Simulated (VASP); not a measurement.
Wanted: the native input for a VASP 6.6.1 run.

```
Task                   : single point
Functional             : LDA
Potentials or basis    : VASP PAW LDA potentials, release 64 (Sr_sv, Mg)
Cutoff                 : 520 eV
k mesh                 : 10 × 10 × 10
Occupations            : fermi-dirac, width 0.1 eV
Spin                   : no spin polarisation
Dipole correction      : no
Further INCAR settings : ALGO = Normal; EDIFF = 1e-07; NBANDS = 13
```

The structure of SrMg lies in POSCAR:

```
SrMg
1.0
    4.0620962327      0.0000000000      0.0000000000
    0.0000000000      4.0620962327      0.0000000000
    0.0000000000      0.0000000000      4.0620962327
Sr Mg
1 1
Direct
    0.5000000000      0.5000000000      0.5000000000
    0.0000000000      0.0000000000      0.0000000000
```

These files were run (other wordings do the same):

INCAR

```
PREC = Accurate ; ENCUT = 520
EDIFF = 1E-7 ; ISMEAR = -1
SIGMA = 0.1 ; LREAL = F
LASPH = T ; NELM = 60
ALGO = Normal ; ISIF = 2
LWAVE = F ; LCHARG = T
LELF = T ; LVHAR = T
NBANDS = 13
```

KPOINTS

```
Automatic mesh
0
Gamma
  10 10 10
```

Potentials or basis: VASP PAW LDA potentials, release 64 (Sr_sv, Mg).

Run with:

```sh
$ cat potpaw_LDA.64/Sr_sv/POTCAR potpaw_LDA.64/Mg/POTCAR > POTCAR
$ mpirun -np 1 vasp_std > vasp.out
```

It gave:

```yaml
Pressure: -0.2 GPa
Band_gap_on_the_k_mesh: zero (band 6 reaches 2.81 eV, above the bottom of band 7 at 1.43 eV)
```

Wall time 16 s on 1 thread of Intel(R) Xeon(R) 6975P-C (Granite Rapids) (shared host), peak memory 0.18 GiB.
